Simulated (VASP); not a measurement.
Si2Ni, 3 atoms in the cell. Symmetry: Fm-3m, No. 225, cubic system. Conventional cell: a = 5.098 Å, b = 5.098 Å, c = 5.098 Å, α = 90.00°, β = 90.00°, γ = 90.00°. Within 2.9 Å of Si (site symmetry -43m) lie 4 Ni at 2.21 Å and 6 Si at 2.55 Å. Within 2.9 Å of Ni (site symmetry m-3m) lie 8 Si at 2.21 Å. 

- Program: VASP 6.6.1
- Task: single point
- Functional: PBE
- Potentials or basis: VASP PAW PBE potentials, release 64 (Si, Ni)
- Cutoff: 520 eV
- k mesh: 14 × 14 × 14
- Occupations: gaussian, width 0.15 eV
- Spin: collinear spin, ferromagnetic start
- Starting moments: [0.0, 0.0, 0.75] μB
- Fixed moment: 0.75 μB
- Dipole correction: no
- Further INCAR settings: ALGO = Normal; EDIFF = 1e-07; NBANDS = 20

Potentials or basis: VASP PAW PBE potentials, release 64 (Si, Ni).

Launch:

```sh
$ cat potpaw_PBE.64/Si/POTCAR potpaw_PBE.64/Ni/POTCAR > POTCAR
$ mpirun -np 1 vasp_std > vasp.out
```

Hardware: 1 thread of Intel(R) Xeon(R) Platinum 8259CL CPU @ 2.50GHz (Skylake/Cascade Lake) (shared host).

**Question.** Estimate the wall time of this run.

**Answer.** It took 3.9 min on 1 thread of Intel(R) Xeon(R) Platinum 8259CL CPU @ 2.50GHz (Skylake/Cascade Lake) (shared host), peak memory 0.24 GiB. Counts: scf iterations 15, k points 104.
